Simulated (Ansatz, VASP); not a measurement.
# One calculation of SiO2, two programs

```
Si O
1.0
     4.99265    0.00000    0.00000
     0.00000    4.99265    0.00000
     0.00000    0.00000    6.93393
Si O
4 8
Cartesian
  3.4882 3.4882 3.4670
  4.0008 0.9918 5.2004
  0.9918 4.0008 1.7335
  1.5045 1.5045 0.0000
  4.4613 3.8013 2.2196
  0.5314 1.1913 5.6866
  3.8013 4.4613 4.7143
  1.3050 3.0277 0.4861
  1.1913 0.5314 1.2474
  1.9649 3.6876 2.9808
  3.0277 1.3050 6.4478
  3.6876 1.9649 3.9531
```

Alike in both runs: task electric field gradients; functional r2SCAN; k mesh 5 × 5 × 4; occupations fermi-dirac, width 0.02 eV; no spin polarisation.

|  | VASP | Ansatz |
| --- | --- | --- |
| version | VASP 6.6.1 | Ansatz 0.2.0 |
| potentials or method | VASP PAW PBE potentials, release 64 (Si, O) | plane-wave PAW, scalar-relativistic |
| plane-wave cutoff (eV) | 520 | 500 |
| valence electrons in the cell | 64 | 64 |

```csv
,VASP,Ansatz,Ansatz less VASP
gap on the k mesh at the Fermi level (eV),6.34,6.34,0.000
pressure (GPa),0.2,-0.2,-0.44
"traceless stress, the component that is largest in VASP (GPa)",0.03,0.06,+0.027
rms of the force components (eV/Å),0.010,0.013,+0.0022
size of Vzz on the site where it differs most (V/Å²),86.9,95.3,+8.46
```

VASP's potentials were made for PBE, not for r2SCAN. Atom by atom the forces differ by 0.012 eV/Å (rms over components).
